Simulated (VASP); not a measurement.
AlGa2P3 (an interface model), 12 atoms in the cell. The cell holds layers of an interface, 12 atoms: a = 3.846 Å, b = 5.438 Å, c = 11.576 Å, α = 90.00°, β = 90.00°, γ = 90.00°. 

| Item | Value |
| --- | --- |
| Program | VASP 6.6.1 |
| Task | single point |
| Functional | PBEsol |
| Potentials or basis | VASP PAW PBE potentials, release 64 (Al, Ga_d, P) |
| Cutoff | 520 eV |
| k mesh | 4 × 3 × 1 |
| Occupations | fermi-dirac, width 0.05 eV |
| Spin | no spin polarisation |
| Dipole correction | no |
| Further INCAR settings | ALGO = Normal; EDIFF = 1e-07; NBANDS = 56 |

Potentials or basis: VASP PAW PBE potentials, release 64 (Al, Ga_d, P).

Command:

```bash
$ cat potpaw_PBE.64/Al/POTCAR potpaw_PBE.64/Ga_d/POTCAR potpaw_PBE.64/P/POTCAR > POTCAR
$ mpirun -np 1 vasp_std > vasp.out
```

Hardware: 1 thread of AMD EPYC 7R13 Processor (Zen 3), on a shared host.

Task: How long does it take, and how much memory?

Result: Run time: 100 s on 1 thread of AMD EPYC 7R13 Processor (Zen 3), with other jobs on the host, peak memory 0.31 GiB. Counts: scf iterations 17, k points 7.
